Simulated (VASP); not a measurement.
# Ga (Cmce) in VASP: a series of runs, part 2 of 2

VASP 6.6.1.

## Step 3: Single point, PBEsol

This run uses another cell than the first one, of 19.09 Å³/atom, 0.995 times its volume.

Contents of INCAR:

```
ALGO = Fast
EDIFF = 1E-7
ENCUT = 520
GGA = PS
ISIF = 2
ISMEAR = 0
LASPH = T
LCHARG = F
LREAL = F
LWAVE = F
NBANDS = 34
NELM = 80
PREC = Accurate
SIGMA = 0.1
```

Contents of KPOINTS:

```
k-points
0
Gamma
  10 10 8
```

Contents of POSCAR:

```
Ga
1.0
    2.2557477118     -3.7885728769      0.0000000000
    2.2557477118      3.7885728769      0.0000000000
    0.0000000000      0.0000000000      4.4669466961
Ga
4
Direct
    0.6560406251      0.3439593749      0.4157759577
    0.8439593749      0.1560406251      0.9157759577
    0.3439593749      0.6560406251      0.5842240423
    0.1560406251      0.8439593749      0.0842240423
```

Potentials or basis: VASP PAW PBE potentials, release 64 (Ga_d).

Run with:

```
cat potpaw_PBE.64/Ga_d/POTCAR > POTCAR
mpirun -np 1 vasp_std > vasp.out
```

OUTCAR:

```text
EDIFF = 1E-7
   ENCUT = 520
   GGA = PS
   ISIF = 2
   ISMEAR = 0
   LASPH = T
   LREAL = F
   NELM = 80
   PREC = Accurate

 ion  position               nearest neighbor table
   1  0.656  0.344  0.416-   3 2.48   2 2.65   2 2.65   4 2.70   4 2.70   3 2.77   3 2.77
   2  0.844  0.156  0.916-   4 2.48   1 2.65   1 2.65   3 2.70   3 2.70   4 2.77   4 2.77
   3  0.344  0.656  0.584-   1 2.48   4 2.65   4 2.65   2 2.70   2 2.70   1 2.77   1 2.77
   4  0.156  0.844  0.084-   2 2.48   3 2.65   3 2.65   1 2.70   1 2.70   2 2.77   2 2.77

[... 1087 lines left out ...]

 [... further k-points ...]
[... 5 lines left out ...]
  --------------------------------------------------------------------------------------
  -------------------------------------------------------------------------------------
  Total        0.0178006      0.0145547      0.0197283      0.0000000      0.0000000      0.0000000
  in kB        0.3735416      0.3054269      0.4139938      0.0000000      0.0000000      0.0000000
  external PRESSURE =       0.3643207 kB  Pullay stress =       0.0000000 kB

 VOLUME and BASIS-vectors are now :
 -----------------------------------------------------------------------------
  energy-cutoff  :      520.00
  volume of cell :       76.35
      direct lattice vectors                 reciprocal lattice vectors
     2.255747712 -3.788572877  0.000000000     0.221655993 -0.131975817  0.000000000
     2.255747712  3.788572877  0.000000000     0.221655993  0.131975817  0.000000000
     0.000000000  0.000000000  4.466946696     0.000000000  0.000000000  0.223866562

 POSITION                                       TOTAL-FORCE (eV/Angst)
 -----------------------------------------------------------------------------------
      2.25575     -1.18234      1.85725         0.000000      0.004123      0.000778
      2.25575     -2.60623      4.09072         0.000000     -0.004123      0.000778
      2.25575      1.18234      2.60970         0.000000     -0.004123     -0.000778
      2.25575      2.60623      0.37622         0.000000      0.004123     -0.000778
 -----------------------------------------------------------------------------------
    total drift:                                0.000000      0.000000     -0.000000

  FREE ENERGIE OF THE ION-ELECTRON SYSTEM (eV)
  ---------------------------------------------------
  free  energy   TOTEN  =       -13.4027002239 eV

  energy  without entropy=      -13.3978699095  energy(sigma->0) =      -13.40028507
```

It took 11 min on 1 thread of AMD EPYC 7R43 (Zen 3), shared host; peak memory 0.36 GiB.

Results:

- Free energy: -13.4027 eV
- Pressure: 0.0 GPa
- Largest force: 0.004 eV/Å
- Band gap on the k mesh: zero (band 26 reaches 5.51 eV, above the bottom of band 27 at 4.03 eV)

Forces on the atoms (eV/Å):
```
Ga   0.000  0.004  0.001
Ga   0.000 -0.004  0.001
Ga   0.000 -0.004 -0.001
Ga   0.000  0.004 -0.001
```

Levels at points of the mesh, in eV from the Fermi level:
```csv
k point,band 24,band 25,band 26,band 27,band 28,band 29
"(0.00, 0.00, 0.00)",-1.76,-1.75,-0.64,0.93,1.09,1.12
"(0.50, 0.00, 0.00)",-3.36,-1.28,-1.28,0.88,0.88,4.34
"(0.50, 0.50, 0.00)",-3.35,-1.54,-1.43,1.19,1.37,3.46
"(0.00, 0.00, 0.50)",-0.08,0.02,0.02,0.16,0.16,2.23
"(0.50, 0.00, 0.50)",-6.27,-1.47,-1.47,0.63,0.63,7.33
"(0.50, 0.50, 0.50)",-5.32,-1.28,-1.28,-0.98,-0.98,7.04
```

Caveat: the PAW data sets were made with another functional, which shifts forces and pressure a little.

## Step 4: Single point, PBEsol

This run uses another cell than the first one, of 19.11 Å³/atom, 0.997 times its volume.

Contents of INCAR:

```
ALGO = Fast ; EDIFF = 1E-6
ENCUT = 520 ; GGA = PS
ISIF = 2 ; ISMEAR = -1
LASPH = True ; LCHARG = False
LREAL = False ; LWAVE = False
NBANDS = 34 ; NELM = 60
PREC = Accurate ; SIGMA = 0.15
```

KPOINTS is that of step 3.

Contents of POSCAR:

```
Ga
1.0
    2.2574866418     -3.7864132616      0.0000000000
    2.2574866418      3.7864132616      0.0000000000
    0.0000000000      0.0000000000      4.4719551599
Ga
4
Direct
    0.6561449724      0.3438550276      0.4150016398
    0.8438550276      0.1561449724      0.9150016398
    0.3438550276      0.6561449724      0.5849983602
    0.1561449724      0.8438550276      0.0849983602
```

Run with:

```
cat potpaw_PBE.64/Ga_d/POTCAR > POTCAR
mpirun -np 1 vasp_std > vasp.out
```

Wall time 9.7 min (1 thread of AMD EPYC 7R43 (Zen 3), shared host); peak memory 0.37 GiB.

It converged, with:

- Free energy: -13.4371 eV
- Pressure: 0.0 GPa
- Largest force: 0.004 eV/Å
- Band gap on the k mesh: zero (band 26 reaches 5.50 eV, above the bottom of band 27 at 4.01 eV)

Forces in eV/Å, atoms in the order of the input:
```
Ga   0.000  0.004  0.001
Ga   0.000 -0.004  0.001
Ga   0.000 -0.004 -0.001
Ga   0.000  0.004 -0.001
```

Levels at points of the mesh, in eV from the Fermi level:
| k point | band 22 | band 23 | band 24 | band 25 | band 26 | band 27 | band 28 | band 29 | band 30 | band 31 |
| --- | --- | --- | --- | --- | --- | --- | --- | --- | --- | --- |
| (0.00, 0.00, 0.00) | -4.14 | -3.69 | -1.80 | -1.79 | -0.66 | 0.88 | 1.05 | 1.10 | 5.19 | 5.55 |
| (0.50, 0.00, 0.00) | -8.69 | -3.39 | -3.39 | -1.33 | -1.33 | 0.84 | 0.84 | 4.29 | 4.29 | 5.50 |
| (0.50, 0.50, 0.00) | -7.29 | -4.18 | -3.40 | -1.59 | -1.47 | 1.14 | 1.32 | 3.41 | 3.92 | 4.30 |
| (0.00, 0.00, 0.50) | -9.28 | -0.13 | -0.13 | -0.03 | -0.03 | 0.12 | 0.12 | 2.19 | 2.19 | 3.94 |
| (0.50, 0.00, 0.50) | -7.20 | -6.32 | -6.32 | -1.50 | -1.50 | 0.60 | 0.60 | 7.27 | 7.27 | 8.06 |
| (0.50, 0.50, 0.50) | -7.58 | -5.35 | -5.35 | -1.33 | -1.33 | -1.03 | -1.03 | 6.98 | 6.98 | 8.07 |

Caveat: the PAW data sets were made with another functional, which shifts forces and pressure a little.

## Step 5: Overview

| cell | k mesh | smearing | gap on the mesh (eV) | pressure (GPa) |
| --- | --- | --- | --- | --- |
| a = 4.398, b = 4.398, c = 4.556 Å, angles 90.0, 90.0, 119.5°, 4 atoms | 6 × 6 × 4 | gaussian 0.1 eV | none | -0.4 |
| a = 4.409, b = 4.409, c = 4.467 Å, angles 90.0, 90.0, 118.5°, 4 atoms | 10 × 10 × 8 | gaussian 0.1 eV | none | 0.0 |
| a = 4.408, b = 4.408, c = 4.472 Å, angles 90.0, 90.0, 118.4°, 4 atoms | 10 × 10 × 8 | fermi-dirac 0.15 eV | none | 0.0 |

Alike in all rows: task single point; level PBEsol; potentials or basis VASP PAW PBE potentials, release 64 (Ga_d); no spin polarisation; cutoff (eV) 520.

Caveats: the PAW data sets were made with another functional, which shifts forces and pressure a little.

Total energies depend on the potentials used, so only differences within one code and one set of settings carry meaning.
